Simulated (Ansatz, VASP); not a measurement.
One calculation of SiO2, two programs

```
Si O
1.0
     5.10490    0.00000    0.00000
    -2.55245    4.42097    0.00000
     0.00000    0.00000    5.58469
Si O
3 6
Direct
  0.50000 0.00000 0.00000
  0.50000 0.50000 0.33333
  0.00000 0.50000 0.66667
  0.41593 0.20796 0.16667
  0.20796 0.41593 0.50000
  0.79204 0.20796 0.83333
  0.58407 0.79204 0.16667
  0.79204 0.58407 0.50000
  0.20796 0.79204 0.83333
```

Alike in both runs: task single point; functional PBE; k mesh 6 × 6 × 4; occupations gaussian, width 0.05 eV; no spin polarisation.

```csv
,VASP,Ansatz
version,VASP 6.6.1,Ansatz 0.2.0
potentials or method,"VASP PAW PBE potentials, release 64 (Si, O), cutoff 520 eV","scalar-relativistic, plane waves, PAW"
valence electrons in the cell,48,48
```

VASP gave:

- gap on the k mesh at the Fermi level (eV): 5.55
- least direct gap on the mesh (eV): 5.73
- pressure (GPa): 0.1
- rms of the force components (eV/Å): 0.007

Question: Estimate Ansatz's values.

Answer: gap on the k mesh at the Fermi level (eV): 5.55; least direct gap on the mesh (eV): 5.73; pressure (GPa): 0.0; rms of the force components (eV/Å): 0.002.

Atom by atom the forces differ by 0.006 eV/Å (rms over components). The functional is the same, so the differences come from potentials, cutoffs and numerics.
